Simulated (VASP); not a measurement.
Write the native input for VASP 6.6.1 that does the following.

- Task: single point
- Functional: PBEsol
- Potentials or basis: VASP PAW PBE potentials, release 64 (Sb)
- Cutoff: 520 eV
- k mesh: 12 × 12 × 12
- Occupations: gaussian, width 0.1 eV
- Spin: no spin polarisation
- Dipole correction: no
- Further INCAR settings: ALGO = Normal; EDIFF = 1e-06; NBANDS = 12

The structure of Sb lies in POSCAR:

```
Sb
1.0
    2.1311450649      1.2304171769      3.5634820541
   -2.1311450649      1.2304171769      3.5634820541
    0.0000000000     -2.4608343538      3.5634820541
Sb
2
Direct
    0.2389829850      0.2389829850      0.2389829850
    0.7610170150      0.7610170150      0.7610170150
```

The input as run:

INCAR

```
PREC = Accurate ; ENCUT = 520
EDIFF = 1E-6 ; ISMEAR = 0
SIGMA = 0.1 ; LREAL = False
LASPH = True ; NELM = 100
ALGO = Normal ; ISIF = 2
LWAVE = False ; LCHARG = False
GGA = PS ; NBANDS = 12
```

KPOINTS

```
Automatic mesh
0
Gamma
  12 12 12
```

Potentials or basis: VASP PAW PBE potentials, release 64 (Sb).

Run with:

```sh
$ cat potpaw_PBE.64/Sb/POTCAR > POTCAR
$ mpirun -np 1 vasp_std > vasp.out
```

Results of the run:

The pressure is 3.4 GPa and the largest force is 0.041 eV/Å. The band gap on the k mesh is zero (bands 5 and 6 overlap by 0.50 eV).

Caveat: the cell stands under pressure; the PAW data sets were made with another functional, which shifts forces and pressure a little; spin-orbit coupling is left out, which moves the levels of the heavy elements.

It took 90 s on 1 thread of Intel Xeon 8259CL, with other jobs on the host, peak memory 0.25 GiB.
